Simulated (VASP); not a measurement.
Here is a VASP 6.6.1 calculation.

Contents of INCAR:

```
SYSTEM = Ge
  ALGO = Normal
  EDIFF = 1E-6
  ENCUT = 520
  GGA = PE
  ISIF = 2
  ISMEAR = -1
  LASPH = .True.
  LCHARG = .True.
  LELF = .True.
  LREAL = .False.
  LVHAR = .True.
  LWAVE = .False.
  NBANDS = 21
  NELM = 80
  PREC = Accurate
  SIGMA = 0.05
```

KPOINTS

```
k-points
0
Gamma
  15 15 15
  0 0 0
```

POSCAR

```
Ge
1.0
    0.0000000000      2.2620015262      2.2620015262
    2.2620015262      0.0000000000      2.2620015262
    2.2620015262      2.2620015262      0.0000000000
Ge
2
Direct
   -0.1250000000     -0.1250000000     -0.1250000000
    0.1250000000      0.1250000000      0.1250000000
```

Potentials or basis: VASP PAW PBE potentials, release 64 (Ge_d).

The run is started by

```console
$ cat potpaw_PBE.64/Ge_d/POTCAR > POTCAR
$ mpirun -np 1 vasp_std > vasp.out
```

(1) Predict the band gap on the k mesh.

(2) Estimate the pressure.

Results:

(1) zero (band 14 reaches 14.67 eV, above the bottom of band 15 at 13.48 eV).

(2) 225.5 GPa.
